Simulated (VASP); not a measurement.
Runs of VASP 6.6.1 on CdSe (Cadmoselite). The structure is that of space group P6_3mc (No. 186), or close to it. The cells are those of the table. 

| task | level | potentials or basis | cell | gap on the mesh (eV) | pressure (GPa) |
| --- | --- | --- | --- | --- | --- |
| electric field gradients | PBEsol | VASP PAW PBE potentials, release 64 (Cd, Se) | a = 4.299, b = 4.299, c = 7.010 Å, angles 90.0, 90.0, 120.0°, 4 atoms | (b) | 0.5 |
| electric field gradients | r2SCAN | VASP PAW PBE potentials, release 64 (Cd, Se) | a = 4.299, b = 4.299, c = 7.010 Å, angles 90.0, 90.0, 120.0°, 4 atoms | 1.16 | (c) |
| single point | PBE | VASP PAW PBE potentials, release 64 (Cd, Se) | a = 4.299, b = 4.299, c = 7.010 Å, angles 90.0, 90.0, 120.0°, 4 atoms | 0.67 | 3.3 |
| single point | PBE | VASP PAW PBE potentials, release 64 (Cd, Se) | a = 4.299, b = 4.299, c = 7.080 Å, angles 90.0, 90.0, 120.0°, 4 atoms | 0.63 | 2.8 |
| electric field gradients | LDA | VASP PAW LDA potentials, release 64 (Cd, Se) | a = 4.299, b = 4.299, c = 7.010 Å, angles 90.0, 90.0, 120.0°, 4 atoms | (a) | -1.4 |

Alike in all rows: no spin polarisation; k mesh 12 × 12 × 6; cutoff (eV) 520; smearing fermi-dirac 0.02 eV.

**Question.** Fill in the values left out.

**Answer.** (a) 0.43; (b) 0.55; (c) 1.9.

Caveats: the PAW data sets were made with another functional, which shifts forces and pressure a little (some runs).

A k mesh can miss the band edges, and the runs leave out spin-orbit coupling on Cd, Se.
